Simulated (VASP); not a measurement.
# TiAl3 in VASP: a series of runs, part 2 of 2

VASP 6.6.1.

## (4) Single point, PBE

This run uses another cell than the first one, of 17.26 Å³/atom.

INCAR

```
ALGO = Normal ; EDIFF = 1E-6
ENCUT = 520 ; GGA = PE
ISIF = 2 ; ISMEAR = -1
LASPH = True ; LCHARG = False
LREAL = False ; LWAVE = False
NBANDS = 18 ; NELM = 100
PREC = Accurate ; SIGMA = 0.05
```

KPOINTS

```
k-points
0
Gamma
  9 6 6
```

POSCAR

```
TiAl3
1.0
    2.8953710807      0.0000000000      0.0000000000
    0.0000000000      4.7730767995      0.0000000000
    0.0000000000      0.0000000000      4.9968593826
Ti Al
1 3
Direct
    0.0000000000      0.5000000000      0.1659160000
    0.0000000000      0.0000000000      0.8359000000
    0.5000000000      0.0000000000      0.3309120000
    0.5000000000      0.5000000000      0.6672710000
```

Potentials or basis: VASP PAW PBE potentials, release 64 (Ti_sv, Al).

On the command line:

```console
cat potpaw_PBE.64/Ti_sv/POTCAR potpaw_PBE.64/Al/POTCAR > POTCAR
mpirun -np 1 vasp_std > vasp.out
```

OUTCAR:

```text
EDIFF = 1E-6
   ENCUT = 520
   GGA = PE
   ISIF = 2
   ISMEAR = -1
   LASPH = True
   LREAL = False
   NELM = 100
   PREC = Accurate

 ion  position               nearest neighbor table
   1  0.000  0.500  0.166-   4 2.88   4 2.88   4 2.89   4 2.89   2 2.90   2 2.90   3 2.91   3 2.91
                             3 2.91   3 2.91
   2  0.000  0.000  0.836-   3 2.87   3 2.87   1 2.90   1 2.90   3 2.91   3 2.91   4 2.92   4 2.92
                             4 2.92   4 2.92
   3  0.500  0.000  0.331-   2 2.87   2 2.87   2 2.91   2 2.91   1 2.91   1 2.91   1 2.91   1 2.91
[... 703 lines left out ...]

 [... further k-points ...]
[... 5 lines left out ...]
  --------------------------------------------------------------------------------------
  -------------------------------------------------------------------------------------
  Total       -2.9968310     -1.6880241     -1.9433781      0.0000000      0.0000000      0.0000000
  in kB      -69.5301309    -39.1642161    -45.0887406      0.0000000      0.0000000      0.0000000
  external PRESSURE =     -51.2610292 kB  Pullay stress =       0.0000000 kB

 VOLUME and BASIS-vectors are now :
 -----------------------------------------------------------------------------
  energy-cutoff  :      520.00
  volume of cell :       69.06
      direct lattice vectors                 reciprocal lattice vectors
     2.895371081  0.000000000  0.000000000     0.345378873  0.000000000  0.000000000
     0.000000000  4.773076800  0.000000000     0.000000000  0.209508466  0.000000000
     0.000000000  0.000000000  4.996859383     0.000000000  0.000000000  0.200125704

 POSITION                                       TOTAL-FORCE (eV/Angst)
 -----------------------------------------------------------------------------------
      0.00000      2.38654      0.82906         0.000000      0.000000     -0.061429
      0.00000      0.00000      4.17687         0.000000      0.000000      0.037201
      1.44769      0.00000      1.65352         0.000000      0.000000      0.012766
      1.44769      2.38654      3.33426         0.000000      0.000000      0.011463
 -----------------------------------------------------------------------------------
    total drift:                                0.000000      0.000000      0.000088

  FREE ENERGIE OF THE ION-ELECTRON SYSTEM (eV)
  ---------------------------------------------------
  free  energy   TOTEN  =       -19.9745607503 eV

  energy  without entropy=      -19.9516583454  energy(sigma->0) =      -19.96310955
```

OSZICAR:

```text
N       E                     dE             d eps       ncg     rms          rms(c)
DAV:   1     0.128938714676E+03    0.12894E+03   -0.94705E+03  2880   0.108E+03
DAV:   2    -0.857841619868E+01   -0.13752E+03   -0.13431E+03  2924   0.289E+02
DAV:   3    -0.211045672934E+02   -0.12526E+02   -0.12332E+02  5054   0.721E+01
DAV:   4    -0.218704908094E+02   -0.76592E+00   -0.76376E+00  3676   0.150E+01
DAV:   5    -0.219030081797E+02   -0.32517E-01   -0.32508E-01  4220   0.299E+00    0.983E+00
DAV:   6    -0.216943015848E+02    0.20871E+00   -0.31999E+01  3846   0.343E+01    0.950E+00
DAV:   7    -0.200795894353E+02    0.16147E+01   -0.14850E+01  3762   0.233E+01    0.284E+00
DAV:   8    -0.200009033066E+02    0.78686E-01   -0.10935E+00  3532   0.804E+00    0.138E+00
DAV:   9    -0.199746393954E+02    0.26264E-01   -0.17599E-01  3570   0.317E+00    0.353E-01
DAV:  10    -0.199746622410E+02   -0.22846E-04   -0.71475E-03  3694   0.642E-01    0.135E-01
DAV:  11    -0.199745500986E+02    0.11214E-03   -0.10989E-03  3484   0.258E-01    0.739E-02
DAV:  12    -0.199745619299E+02   -0.11831E-04   -0.12657E-04  3628   0.982E-02    0.158E-02
DAV:  13    -0.199745609689E+02    0.96099E-06   -0.15408E-05  4076   0.348E-02    0.428E-03
DAV:  14    -0.199745607503E+02    0.21867E-06   -0.54088E-07  1896   0.607E-03
   1 F= -.19974561E+02 E0= -.19963110E+02  d E =-.229024E-01
```

It took 88 s on 1 thread of Intel Xeon 8259CL, shared host; peak memory 0.24 GiB.

What came out:

```
Free energy            : -19.9746 eV
Pressure               : -5.1 GPa
Largest force          : 0.061 eV/Å
Band gap on the k mesh : zero (an odd number of electrons rules out a gap without spin polarisation)
```

Forces on the atoms (eV/Å):
```
Ti   0.000  0.000 -0.061
Al   0.000  0.000  0.037
Al   0.000  0.000  0.013
Al   0.000  0.000  0.011
```

Levels at points of the mesh, in eV from the Fermi level:
```tsv
k point	band 9	band 10	band 11	band 12	band 13	band 14
(0.00, 0.00, 0.00)	-2.59	-0.69	-0.34	2.18	2.24	2.52
(0.00, 0.50, 0.00)	-1.96	-1.43	-0.12	2.09	2.19	2.45
(0.00, 0.00, 0.50)	-2.04	-1.03	-0.26	2.08	2.13	2.25
(0.00, 0.50, 0.50)	-0.14	-0.01	0.73	2.11	2.12	3.59
```

Caveat: the cell stands under tension.

## (5) Single point, PBE (atoms moved at random)

INCAR

```
ALGO = Fast
EDIFF = 1E-6
ENCUT = 520
GGA = PE
ISIF = 2
ISMEAR = -1
LASPH = T
LCHARG = F
LREAL = F
LWAVE = F
NBANDS = 18
NELM = 80
PREC = Accurate
SIGMA = 0.05
```

KPOINTS is that of step 4.

POSCAR

```
TiAl3
1.0
    2.8396770000      0.0000000000      0.0000000000
    0.0000000000      4.6812640000      0.0000000000
    0.0000000000      0.0000000000      4.9007420000
Ti Al
1 3
Direct
   -0.0045870000      0.5005260000      0.1601650000
   -0.0038980000     -0.0040370000      0.8333180000
    0.4909410000     -0.0002780000      0.3240960000
    0.4910320000      0.4956190000      0.6752410000
```

On the command line:

```console
cat potpaw_PBE.64/Ti_sv/POTCAR potpaw_PBE.64/Al/POTCAR > POTCAR
mpirun -np 1 vasp_std > vasp.out
```

Run time: 7.1 min. Hardware: 1 thread of Intel Xeon 8259CL, shared host; peak memory 0.31 GiB.

Results (log left out):

| Item | Value |
| --- | --- |
| Free energy | -20.0214 eV |
| Pressure | 0.2 GPa |
| Largest force | 0.479 eV/Å |
| Band gap on the k mesh | zero (an odd number of electrons rules out a gap without spin polarisation) |

Forces on the atoms (eV/Å):
```
Ti  -0.064 -0.050  0.346
Al  -0.028  0.036 -0.082
Al   0.044 -0.005  0.212
Al   0.047  0.019 -0.476
```

Stress tensor (GPa, compression positive):
```
-1.55  0.00 -0.02
 0.00  1.14 -0.07
-0.02 -0.07  0.98
```

Levels at points of the mesh, in eV from the Fermi level:
```tsv
k point	band 7	band 8	band 9	band 10	band 11	band 12	band 13	band 14	band 15	band 16
(0.00, 0.00, 0.00)	-3.82	-3.48	-2.58	-0.75	-0.36	2.35	2.42	2.73	2.80	3.04
(0.00, 0.50, 0.00)	-3.47	-3.13	-1.96	-1.50	-0.14	2.26	2.37	2.67	3.11	4.72
(0.00, 0.00, 0.50)	-3.37	-2.31	-1.99	-1.05	-0.26	2.24	2.29	2.44	3.28	4.02
(0.00, 0.50, 0.50)	-7.02	-4.77	-0.14	-0.02	0.78	2.27	2.29	3.64	5.05	5.26
```

Caveat: the cell differs from its parent crystal (atoms moved at random).

## (6) Summary

```tsv
cell	gap on the mesh (eV)	pressure (GPa)	largest force (eV/Å)
a = 2.858, b = 4.712, c = 4.933 Å, 4 atoms, atomic positions A	none	-1.9	0.05
a = 2.877, b = 4.743, c = 4.965 Å, 4 atoms, atomic positions A	none	-3.6	0.05
a = 2.895, b = 4.773, c = 4.997 Å, 4 atoms, atomic positions A	none	-5.1	0.06
a = 2.840, b = 4.681, c = 4.901 Å, 4 atoms, atomic positions B	none	0.2	0.48
```

Alike in all rows: task single point; level PBE; potentials or basis VASP PAW PBE potentials, release 64 (Ti_sv, Al); no spin polarisation; k mesh 9 × 6 × 6; cutoff (eV) 520; smearing fermi-dirac 0.05 eV.

Caveats: the cell stands under tension (at least some runs).

Absolute energies hang on the potentials; compare differences alone.
